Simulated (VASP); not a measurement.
# C19O in VASP: single point with LDA

Aim: the single point of C19O with LDA.

Program: VASP 6.6.1. These are calculated values, not measurements. Logs are shortened: lines on timing, memory, paths and dates and some standing lists are left out, and cuts for length are marked.

## Step 1: The cell of the first run

The cell holds a slab with vacuum, 20 atoms: a = 7.398 Å, b = 7.398 Å, c = 12.000 Å, α = 90.00°, β = 90.00°, γ = 120.00°.

## Step 2: Single point, LDA

Contents of INCAR:

```
SYSTEM = C19O
  PREC = Accurate
  ENCUT = 1000
  EDIFF = 1E-6
  ISMEAR = 0
  SIGMA = 0.05
  LREAL = Auto
  LASPH = .True.
  NELM = 120
  ALGO = Normal
  ISIF = 2
  LWAVE = .False.
  LCHARG = .False.
  GGA = CA
  NBANDS = 57
  GGA_COMPAT = .False.
  NELMDL = -8
```

Contents of KPOINTS:

```
Automatic mesh
0
Gamma
  2 2 1
  0 0 0
```

Contents of POSCAR:

```
C19O
1.0
    7.3980000000      0.0000000000      0.0000000000
   -3.6990000000      6.4068560000      0.0000000000
    0.0000000000      0.0000000000     12.0000000000
C O
19 1
Direct
    0.0061455433      0.0052832466      0.0731309167
    0.2272297359      0.1158128105      0.0730207500
    0.0063830326      0.3366295419      0.0730875000
    0.2270212783      0.4469903803      0.0730780833
    0.0042146221      0.6698023180      0.0730435000
    0.2291873231      0.7822684012      0.0728773333
    0.3397293404      0.0033610869      0.0728348333
    0.5604203250      0.1136546537      0.0729613333
    0.3375812463      0.3364890673      0.0730958333
    0.5625499179      0.4489827772      0.0730889167
    0.3395724891      0.6719806095      0.0730004167
    0.5606057049      0.7825482577      0.0729767500
    0.6708847474      0.0030971509      0.0729651667
    0.8958053551      0.1155907047      0.0730859167
    0.6728349739      0.3386110130      0.0730650833
    0.8939040101      0.4491221591      0.0731009167
    0.6730341990      0.6700267651      0.0730855000
    0.8936609713      0.7803192393      0.0731291667
    0.3999031827      0.8993027157      0.3084051667
    0.2826552445      0.9104267366      0.3637374167
```

Potentials or basis: VASP PAW LDA potentials, release 64 (C_h, O_h).

Command:

```console
$ cat potpaw_LDA.64/C_h/POTCAR potpaw_LDA.64/O_h/POTCAR > POTCAR
$ mpirun -np 1 vasp_std > vasp.out
```

OUTCAR:

```text
SYSTEM = C19O
   PREC = Accurate
   ENCUT = 1000
   EDIFF = 1E-6
   ISMEAR = 0
   LREAL = Auto
   LASPH = .True.
   NELM = 120
   ISIF = 2
   GGA = CA
   NELMDL = -8

 ion  position               nearest neighbor table
   1  0.006  0.005  0.073-  14 1.41   2 1.42  18 1.44
   2  0.227  0.116  0.073-   9 1.41   1 1.42   7 1.44
   3  0.006  0.337  0.073-   4 1.41  14 1.42  16 1.44
   4  0.227  0.447  0.073-   3 1.41   9 1.42  11 1.44
   5  0.004  0.670  0.073-  16 1.41  18 1.42   6 1.44
   6  0.229  0.782  0.073-  11 1.41   7 1.42   5 1.44
[... 10 lines left out ...]
  17  0.673  0.670  0.073-  18 1.41  10 1.42  12 1.44
  18  0.894  0.780  0.073-  17 1.41   5 1.42   1 1.44
  19  0.400  0.899  0.308-  20 1.13
  20  0.283  0.910  0.364-  19 1.13

  LATTYP: Found a hexagonal cell.
 ALAT       =     7.3980000000
 C/A-ratio  =     1.6220600162

  Lattice vectors:

 A1 = (   7.3980000000,   0.0000000000,   0.0000000000)
 A2 = (  -3.6990000000,   6.4068560000,   0.0000000000)
 A3 = (   0.0000000000,   0.0000000000,  12.0000000000)

Analysis of symmetry for initial positions (statically):
=====================================================================
 Subroutine PRICEL returns:
 Original cell was already a primitive cell.

 Routine SETGRP: Setting up the symmetry group for a
 hexagonal supercell.

 Subroutine GETGRP returns: Found  1 space group operations
 (whereof  1 operations were pure point group operations)
 out of a pool of 24 trial point group operations.

The static configuration has the point symmetry C_1 .

Analysis of symmetry for dynamics (positions and initial velocities):
=====================================================================
 Subroutine PRICEL returns:
 Original cell was already a primitive cell.

 Routine SETGRP: Setting up the symmetry group for a
 hexagonal supercell.

 Subroutine GETGRP returns: Found  1 space group operations
 (whereof  1 operations were pure point group operations)
 out of a pool of 24 trial point group operations.

The dynamic configuration has the point symmetry C_1 .

 Subroutine INISYM returns: Found  1 space group operations
 (whereof  1 operations are pure point group operations),
 and found     1 'primitive' translations

----------------------------------------------------------------------------------------

                                     Primitive cell

  volume of cell :     568.7750

  direct lattice vectors                    reciprocal lattice vectors
     7.398000000  0.000000000  0.000000000     0.135171668  0.078041398  0.000000000
    -3.699000000  6.406856000  0.000000000     0.000000000  0.156082796  0.000000000
     0.000000000  0.000000000 12.000000000     0.000000000  0.000000000  0.083333333

  length of vectors
     7.398000000  7.398000054 12.000000000     0.156082797  0.156082796  0.083333333

  position of ions in fractional coordinates (direct lattice)
     0.006145543  0.005283247  0.073130917
     0.227229736  0.115812811  0.073020750
     0.006383033  0.336629542  0.073087500
     0.227021278  0.446990380  0.073078083
     0.004214622  0.669802318  0.073043500
     0.229187323  0.782268401  0.072877333
[... 12 lines left out ...]
     0.399903183  0.899302716  0.308405167
     0.282655244  0.910426737  0.363737417

  ion indices of the primitive-cell ions
   primitive index   ion index
                 1           1
                 2           2
                 3           3
                 4           4
                 5           5
                 6           6
[... 12 lines left out ...]
                19          19
                20          20

----------------------------------------------------------------------------------------

 KPOINTS: Automatic mesh

Automatic generation of k-mesh.
 Grid dimensions read from file:
 generate k-points for:    2    2    1

 Generating k-lattice:

  Cartesian coordinates                     Fractional coordinates (reciprocal lattice)
     0.067585834  0.039020699  0.000000000     0.500000000  0.000000000  0.000000000
     0.000000000  0.078041398  0.000000000     0.000000000  0.500000000  0.000000000
     0.000000000  0.000000000  0.083333333     0.000000000  0.000000000  1.000000000

  Length of vectors
     0.078041399  0.078041398  0.083333333

  Shift w.r.t. Gamma in fractional coordinates (k-lattice)
     0.000000000  0.000000000  0.000000000

 Subroutine IBZKPT returns following result:
 ===========================================

 Found      4 irreducible k-points:

 Following reciprocal coordinates:
            Coordinates               Weight
  0.000000  0.000000  0.000000      1.000000
  0.500000  0.000000  0.000000      1.000000
  0.000000  0.500000  0.000000      1.000000
  0.500000  0.500000  0.000000      1.000000
   k-points           NKPTS =      4   k-points in BZ     NKDIM =      4   number of bands    NBANDS=     57
   number of dos      NEDOS =    301   number of ions     NIONS =     20
   total plane-waves  NPLWV = 806400
   dimension x,y,z NGX =    80 NGY =   80 NGZ =  126
   dimension x,y,z NGXF=   160 NGYF=  160 NGZF=  252
   ions per type =              19   1
   NGX,Y,Z   is equivalent  to a cutoff of  17.98, 17.98, 17.46 a.u.
   NGXF,Y,Z  is equivalent  to a cutoff of  35.95, 35.95, 34.91 a.u.
 SYSTEM =  C19O
   PREC   = accura    normal or accurate (medium, high low for compatibility)
   ISTART =      0    job   : 0-new  1-cont  2-samecut
   ICHARG =      2    charge: 1-file 2-atom 10-const
   ISPIN  =      1    spin polarized calculation?
   LNONCOLLINEAR =      F non collinear calculations
   LSORBIT =      F    spin-orbit coupling
   LASPH  =      T    aspherical Exc in radial PAW
   ENCUT  = 1000.0 eV  73.50 Ry    8.57 a.u.  19.08 19.08 30.94*2*pi/ulx,y,z
   NELM   =    120;   NELMIN=  2; NELMDL= -8     # of ELM steps
   EDIFF  = 0.1E-05   stopping-criterion for ELM
   LREAL  =      T    real-space projection
   EDIFFG = 0.1E-04   stopping-criterion for IOM
   NSW    =      0    number of steps for IOM
   IBRION =     -1    ionic relax: 0-MD 1-quasi-New 2-CG
   NFREE  =      0    steps in history (QN), initial steepest desc. (CG)
   ISIF   =      2    stress and relaxation
   ISYM   =      2    0-nonsym 1-usesym 2-fastsym
   POTIM  = 0.5000    time-step for ionic-motion
   TEBEG  =    0.0;   TEEND  =   0.0 temperature during run
   PSTRESS=    0.0 pullay stress
   NELECT =      82.0000    total number of electrons
   NUPDOWN=      -1.0000    fix difference up-down
   EMIN   =  10.00;   EMAX   =-10.00  energy-range for DOS
   EFERMI =   0.00;   METHOD = LEGACY
   ISMEAR =     0;   SIGMA  =   0.05  broadening in eV -4-tet -1-fermi 0-gaus
   EFERMI_NEDOS =   21; number of points for ismear=-14 and -15
   IALGO  =     38    algorithm
   IMIX   =      4    mixing-type and parameters
     AMIX     =   0.40;   BMIX     =  1.00
     AMIX_MAG =   1.60;   BMIX_MAG =  1.00
  volume/ion in A,a.u.               =      28.44       191.91
  Fermi-wavevector in a.u.,A,eV,Ry     =   0.858419  1.622176 10.025902  0.736883
  Thomas-Fermi vector in A             =   1.975621
   LORBIT       =      0    0 simple, 1 ext, 2 COOP (PROOUT), +10 PAW based schemes
   GGA     = CA    functional components
   LHFCALC =     F    Hartree Fock is set to
   AEXX    =    0.0000 exact exchange contribution
   IVDW    =     0    specifies the selected vdW correction
   LEPSILON=     F    determine dielectric tensor
   LRPA    =     F    only Hartree local field effects (RPA)
 non-spin polarized calculation
 Gauss-broadening in eV      SIGMA  =   0.05
  energy-cutoff  :     1000.00
  volume of cell :      568.78
 maximum number of plane-waves:     40810
 NGX is ok and might be reduce to    80
   NGX = 39   NGY = 39   NGZ = 61

 number of electron      81.9999999 magnetization

 Free energy of the ion-electron system (eV)
  ---------------------------------------------------
  ext. energy  EPLUGINS =         0.00000000
  ---------------------------------------------------
  free energy    TOTEN  =      -197.10554366 eV

  energy without entropy =     -197.10539811  energy(sigma->0) =     -197.10547089

 E-fermi :  -1.5298     XC(G=0):  -4.2890

 val. band max:       -1.6436467991   @ k =   0.0000   0.0000   0.0000
 cond. band min:      -1.4151185802   @ k =   0.0000   0.0000   0.0000
 fundamental gap:      0.2285282189
 Fermi energy:        -1.5298406741

 k-point     1 :       0.0000    0.0000    0.0000
  band No.  band energies     occupation
      1     -26.0974      2.00000
      2     -20.8162      2.00000
      3     -18.3357      2.00000
      4     -18.3326      2.00000
      5     -18.2140      2.00000
      6     -18.2060      2.00000
[... 45 lines left out ...]
     52       3.4567      0.00000
     53       3.4847      0.00000

 k-point     2 :       0.5000    0.0000    0.0000
  band No.  band energies     occupation
      1     -26.0974      2.00000
      2     -20.1712      2.00000
      3     -20.1618      2.00000
      4     -18.9272      2.00000
      5     -18.8368      2.00000
      6     -16.4461      2.00000
[... 45 lines left out ...]
     52       4.0026      0.00000
     53       4.3538      0.00000

 k-point     3 :       0.0000    0.5000    0.0000
  band No.  band energies     occupation
      1     -26.0974      2.00000
      2     -20.1675      2.00000
      3     -20.1656      2.00000
      4     -18.9271      2.00000
      5     -18.8368      2.00000
      6     -16.4445      2.00000
[... 45 lines left out ...]
     52       4.1047      0.00000
     53       4.3059      0.00000

 k-point     4 :       0.5000    0.5000    0.0000
  band No.  band energies     occupation
      1     -26.0974      2.00000
      2     -20.1720      2.00000
      3     -20.1610      2.00000
      4     -18.9272      2.00000
      5     -18.8367      2.00000
      6     -16.4460      2.00000
[... 45 lines left out ...]
     52       3.9880      0.00000
     53       4.3620      0.00000
 [bands above 53 left out]

------------------------ aborting loop because EDIFF is reached ----------------------------------------

  FORCE on cell =-STRESS in cart. coord.  units (eV):
  Direction    XX          YY          ZZ          XY          YZ          ZX
  --------------------------------------------------------------------------------------
  -------------------------------------------------------------------------------------
  Total       -9.1723680     -9.3251232     -0.0257159     -0.0122804      0.0060364     -0.1323741
  in kB      -25.8375611    -26.2678560     -0.0724390     -0.0345925      0.0170040     -0.3728835
  external PRESSURE =     -17.3926187 kB  Pullay stress =       0.0000000 kB

 VOLUME and BASIS-vectors are now :
 -----------------------------------------------------------------------------
  energy-cutoff  :     1000.00
  volume of cell :      568.78
      direct lattice vectors                 reciprocal lattice vectors
     7.398000000  0.000000000  0.000000000     0.135171668  0.078041398  0.000000000
    -3.699000000  6.406856000  0.000000000     0.000000000  0.156082796  0.000000000
     0.000000000  0.000000000 12.000000000     0.000000000  0.000000000  0.083333333

 POSITION                                       TOTAL-FORCE (eV/Angst)
 -----------------------------------------------------------------------------------
      0.02592      0.03385      0.87757         0.001223     -0.001912      0.000147
      1.25265      0.74200      0.87625        -0.001519     -0.004087      0.000484
     -1.19797      2.15674      0.87705        -0.006651     -0.001486      0.000599
      0.02609      2.86380      0.87694         0.005077      0.008926      0.000426
     -2.44642      4.29133      0.87652         0.002926      0.003055      0.000098
     -1.19808      5.01188      0.87453        -0.005844     -0.004066     -0.000609
[... 12 lines left out ...]
     -0.36804      5.76170      3.70086         0.163349     -0.015053     -0.121221
     -1.27658      5.83297      4.36485        -0.170323      0.014330      0.120498
 -----------------------------------------------------------------------------------
    total drift:                                0.000230      0.000538     -0.003935

  FREE ENERGIE OF THE ION-ELECTRON SYSTEM (eV)
  ---------------------------------------------------
  free  energy   TOTEN  =      -197.1055436559 eV

  energy  without entropy=     -197.1053981149  energy(sigma->0) =     -197.10547089
```

Run time: 12 min. Hardware: 1 thread of Intel Xeon Platinum 8375C at 2.90GHz (Ice Lake), shared host; peak memory 1 GiB.

What came out:

| Item | Value |
| --- | --- |
| Free energy | -197.1055 eV |
| Largest force | 0.209 eV/Å |
| Band gap on the k mesh | 0.23 eV |

Forces in eV/Å, atoms in the order of the input:
```
C    0.001 -0.002  0.000
C   -0.002 -0.004  0.000
C   -0.007 -0.001  0.001
C    0.005  0.009  0.000
C    0.003  0.003  0.000
C   -0.006 -0.004 -0.001
C   -0.002  0.002 -0.002
C    0.001  0.003  0.000
C    0.002  0.006  0.001
C   -0.004  0.002  0.000
C    0.008 -0.007  0.000
C    0.002 -0.009  0.000
C    0.003  0.001  0.000
C    0.001  0.001 -0.001
C    0.003  0.001  0.000
C    0.003 -0.005  0.000
C   -0.008 -0.001  0.001
C    0.003  0.004  0.001
C    0.163 -0.015 -0.121
O   -0.170  0.014  0.120
```

Caveat: the k points lie up to 0.49 Å⁻¹ apart; there is no dipole correction, which matters where the two faces differ.
